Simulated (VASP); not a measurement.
Here is a VASP 6.6.1 calculation.

File INCAR:

```
PREC = Accurate
ENCUT = 520
EDIFF = 1E-6
ISMEAR = 0
SIGMA = 0.05
LREAL = False
LASPH = True
NELM = 100
ALGO = Normal
ISIF = 2
LWAVE = False
LCHARG = False
GGA = PS
NBANDS = 11
```

File KPOINTS:

```
Automatic mesh
0
Gamma
  10 10 10
```

File POSCAR:

```
MgO
1.0
    0.0000000000      2.1351500000      2.1351500000
    2.1671772500      0.0000000000      2.1351500000
    2.1671772500      2.1351500000      0.0000000000
Mg O
1 1
Direct
    0.0000000000      0.0000000000      0.0000000000
    0.5000000000      0.5000000000      0.5000000000
```

Potentials or basis: VASP PAW PBE potentials, release 64 (Mg, O).

Launch:

```bash
$ cat potpaw_PBE.64/Mg/POTCAR potpaw_PBE.64/O/POTCAR > POTCAR
$ mpirun -np 1 vasp_std > vasp.out
```

What does it give for the pressure?

-8.2 GPa.

Predict the band gap on the k mesh.

4.09 eV, direct.

Stress tensor (GPa, compression positive):
```
-9.59  0.00  0.00
 0.00 -7.50  0.00
 0.00  0.00 -7.50
```

Caveat: the cell differs from its parent crystal (strain +0.0150 x Voigt [1, 0, 0, 0, 0, 0]); the PAW data sets were made with another functional, which shifts forces and pressure a little.
